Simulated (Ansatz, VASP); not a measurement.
Mo4C in VASP and in Ansatz

File INCAR:

```
SYSTEM = Mo4C
PREC = Accurate ; ENCUT = 520
EDIFF = 1E-6 ; ISMEAR = 0
SIGMA = 0.1 ; LREAL = .False.
LASPH = .True. ; NELM = 80
ALGO = Normal ; ISIF = 2
LWAVE = .False. ; LCHARG = .False.
LDIPOL = .True. ; IDIPOL = 3
DIPOL = 0.5 0.5 0.351 ; GGA = CA
NBANDS = 38
```

KPOINTS

```
Automatic mesh
0
Gamma
  9 9 1
  0 0 0
```

POSCAR

```
Mo4C
1.0
    3.1111816891      0.0000000000      0.0000000000
    0.0000000000      3.1111816891      0.0000000000
    0.0000000000      0.0000000000     21.5098172784
Mo C
4 1
Direct
    0.5000000000      0.5000000000      0.1859615983
    0.0000000000      0.0000000000      0.2582816382
    0.5000000000      0.5000000000      0.3325055024
    0.0000000000      0.0000000000      0.3956248056
    0.5000000000      0.5000000000      0.5839109238
```

Input for Ansatz:

```yaml
crystal:
  lattice:
    - [3.1111816891, 0.0, 0.0]
    - [0.0, 3.1111816891, 0.0]
    - [0.0, 0.0, 21.5098172784]
  atoms:
    - { symbol: Mo, position: [0.5, 0.5, 0.1859615983] }
    - { symbol: Mo, position: [0.0, 0.0, 0.2582816382] }
    - { symbol: Mo, position: [0.5, 0.5, 0.3325055024] }
    - { symbol: Mo, position: [0.0, 0.0, 0.3956248056] }
    - { symbol: C, position: [0.5, 0.5, 0.5839109238] }
basis:
  ecutwfc: 420
kpoints:
  mp_grid: { grid: [9, 9, 1] }
hamiltonian:
  xc: lda
scf:
  occupations: { method: gaussian, width: 0.1 }
output:
  forces: true
  eigenvalues: true
efield:
  axis: 3
  dipole_correction: true
  ramp_width: 0.04
```

Alike in both runs: task single point; functional LDA; k mesh 9 × 9 × 1; occupations gaussian, width 0.1 eV; no spin polarisation.

|  | VASP | Ansatz |
| --- | --- | --- |
| version | VASP 6.6.1 | Ansatz 0.2.0 |
| potentials or method | VASP PAW LDA potentials, release 64 (Mo_sv, C), cutoff 520 eV | scalar-relativistic, plane waves, PAW |
| valence electrons in the cell | 60 | 60 |

|  | VASP | Ansatz | Ansatz less VASP |
| --- | --- | --- | --- |
| gap on the k mesh at the Fermi level (eV) | none | none | - |
| rms of the force components (eV/Å) | 0.667 | 0.671 | +0.0043 |

LDA's correlation is that of Perdew and Zunger in VASP and of Perdew and Wang (1992) in Ansatz. Atom by atom the forces differ by 0.030 eV/Å (rms over components). A gap of «none» marks a metal or a gap that the smearing closes. Ansatz's warnings: vacuum density over bound.
